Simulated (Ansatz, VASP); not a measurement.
**Na in VASP and in Ansatz**

```
CELL_PARAMETERS angstrom
-2.14100 2.14100 2.14100
2.14100 -2.14100 2.14100
2.14100 2.14100 -2.14100
ATOMIC_POSITIONS crystal
Na 0.00000 0.00000 0.00000
```

Alike in both runs: task relaxation of cell and atoms; functional PBE; k mesh 9 × 9 × 9; occupations fermi-dirac, width 0.05 eV; no spin polarisation.

|  | VASP | Ansatz |
| --- | --- | --- |
| version | VASP 6.6.1 | Ansatz 0.2.0 |
| potentials or method | VASP PAW PBE potentials, release 64 (Na_pv) | Ansatz PAW |
| plane-wave cutoff (eV) | 600 | 420 |
| valence electrons in the cell | 7 | 9 |

VASP gave:

| Item | Value |
| --- | --- |
| gap on the k mesh at the Fermi level, each at its own relaxed structure (eV) | none |
| relaxed volume (Å³/atom) | 36.71 |
| relaxed cell length with the largest relative difference (Å) | 3.626 |

Task: Estimate Ansatz's values.

Result: gap on the k mesh at the Fermi level, each at its own relaxed structure (eV): none; relaxed volume (Å³/atom): 36.70; relaxed cell length with the largest relative difference (Å): 3.626.

A gap of «none» marks a metal or a gap that the smearing closes. VASP's potentials hold 7 valence electrons a cell and Ansatz's 9, so a difference there can come from the potentials and not from the codes.

Noted on Ansatz's run: the plane-wave basis is chosen anew once the cell has moved, so the energies of steps on either side of that aren't comparable.
